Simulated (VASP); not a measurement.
BeCd2Se3:

```
CELL_PARAMETERS angstrom
3.88750 0.00000 0.00000
0.00000 3.88750 0.00000
0.00000 0.00000 8.44677
ATOMIC_POSITIONS crystal
Be 0.00000 0.00000 0.00000
Cd 0.50000 0.00000 0.26261
Cd 0.00000 0.50000 0.73739
Se 0.50000 0.00000 0.62505
Se 0.00000 0.50000 0.37495
Se 0.50000 0.50000 0.00000
```

The cell was built from a structure type or drawn by symmetry, and may not be a known phase.

| Item | Value |
| --- | --- |
| Program | VASP 6.6.1 |
| Task | relaxation of cell and atoms |
| Functional | PBE |
| Potentials or basis | VASP PAW PBE potentials, release 64 (Be, Cd, Se) |
| Cutoff | 600 eV |
| k mesh | 4 × 4 × 2 |
| Occupations | gaussian, width 0.1 eV |
| Spin | no spin polarisation |

At the start: pressure -1.0 GPa; volume 21.28 Å³/atom.

Task: Where does the relaxation end?

Result: Over 19 steps the energy falls by 153.2 meV/atom and the volume is 24.92 Å³/atom (+17.1 %); space group P-4m2 (No. 115, to 0.1 Å) before and after.

Step by step:
| step | energy change (eV) | largest force (eV/Å) | pressure (GPa) | volume (Å³) |
| --- | --- | --- | --- | --- |
| 1 | 0.0000 | 0.7874 | -1.02 | 127.65 |
| 2 | -0.1689 | 0.6227 | 0.51 | 125.12 |
| 3 | -0.3517 | 0.2142 | 6.03 | 118.62 |
| 4 | -0.4169 | 0.2089 | 5.90 | 119.44 |
| 5 | -0.5535 | 0.1461 | 6.12 | 121.77 |
| 6 | -0.4950 | 0.4986 | 8.54 | 125.97 |
| 7 | -0.5765 | 0.3558 | 7.05 | 123.84 |
| 8 | -0.7501 | 0.2050 | 3.89 | 129.50 |
| 9 | -0.8618 | 0.1713 | 0.69 | 137.99 |
| 10 | -0.8705 | 0.2294 | -0.23 | 140.99 |
| 11 | -0.8706 | 0.2353 | -0.34 | 141.35 |
| 12 | -0.8783 | 0.2245 | -0.30 | 141.93 |
| 13 | -0.8975 | 0.1804 | -0.15 | 143.65 |
| 14 | -0.9146 | 0.0753 | 0.27 | 147.03 |
| 15 | -0.9147 | 0.0653 | 0.32 | 147.38 |
| 16 | -0.9167 | 0.0726 | -0.18 | 149.34 |
| 17 | -0.9167 | 0.0716 | -0.13 | 149.13 |
| 18 | -0.9176 | 0.0557 | -0.09 | 149.23 |
| 19 | -0.9189 | 0.0101 | 0.02 | 149.52 |

Final structure:
```
Be Cd Se
1.0
     3.67678    0.00000    0.00000
     0.00000    3.67678    0.00000
     0.00000    0.00000   11.06046
Be Cd Se
1 2 3
Cartesian
  0.0000 0.0000 0.0000
  1.8384 0.0000 3.2906
  0.0000 1.8384 7.7698
  1.8384 0.0000 7.1664
  0.0000 1.8384 3.8941
  1.8384 1.8384 0.0000
```

Caveat: the k points lie up to 0.43 Å⁻¹ apart in the final cell, too coarse for converged energies and pressures of a metal; the volume moved by over 15 % at a fixed basis, so the end points are rough.
